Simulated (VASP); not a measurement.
Wanted: the native input for a VASP 6.6.1 run.

```yaml
Task: single point
Functional: revPBE
Potentials_or_basis: VASP PAW PBE potentials, release 64 (Cr_pv)
Cutoff: 520 eV
k_mesh: 10 × 10 × 15
Occupations: fermi-dirac, width 0.1 eV
Spin: no spin polarisation
Dipole_correction: no
Further_INCAR_settings: ALGO = Normal; EDIFF = 1e-06; NBANDS = 25
```

The structure of Cr lies in POSCAR:

```
Cr
1.0
    4.0764387687      0.0000000000      0.0000000000
   -2.0382193843      3.5302995306      0.0000000000
    0.0000000000      0.0000000000      2.2079866997
Cr
3
Direct
    0.0000000000      1.0000000000      0.0000000000
    0.3333333333      0.6666666667      0.5000000000
    0.6666666667      0.3333333333      0.5000000000
```

This isn't the form of Cr at room conditions, which is bcc.

These files were run (other wordings do the same):

INCAR

```
ALGO     = Normal         # electronic algorithm
EDIFF    = 1E-6           # SCF threshold, eV
ENCUT    = 520            # plane-wave cutoff, eV
GGA      = RE             # functional
ISIF     = 2              # what is computed and relaxed
ISMEAR   = -1             # smearing method
LASPH    = True           # aspherical terms in the spheres
LCHARG   = True           # write CHGCAR
LELF     = True           # ELF
LREAL    = False          # projectors in reciprocal space
LVHAR    = True         
LWAVE    = False          # write WAVECAR
NBANDS   = 25             # bands
NELM     = 100            # most SCF steps
PREC     = Accurate       # precision mode
SIGMA    = 0.1            # smearing width, eV
```

KPOINTS

```
k-points
0
Gamma
  10 10 15
```

Potentials or basis: VASP PAW PBE potentials, release 64 (Cr_pv).

The run is started by

```console
$ cat potpaw_PBE.64/Cr_pv/POTCAR > POTCAR
$ mpirun -np 1 vasp_std > vasp.out
```

Results of the run:

```json
{
 "Pressure": "37.5 GPa",
 "Band gap on the k mesh": "zero (bands 18 and 19 overlap by 1.06 eV)"
}
```

Caveat: the cell stands under pressure; the PAW data sets were made with another functional, which shifts forces and pressure a little; the run has no spin polarisation, though such a crystal can be magnetic.

Wall time 39 s on 1 thread of Intel(R) Xeon(R) 6975P-C (Granite Rapids) (shared host), peak memory 0.18 GiB.
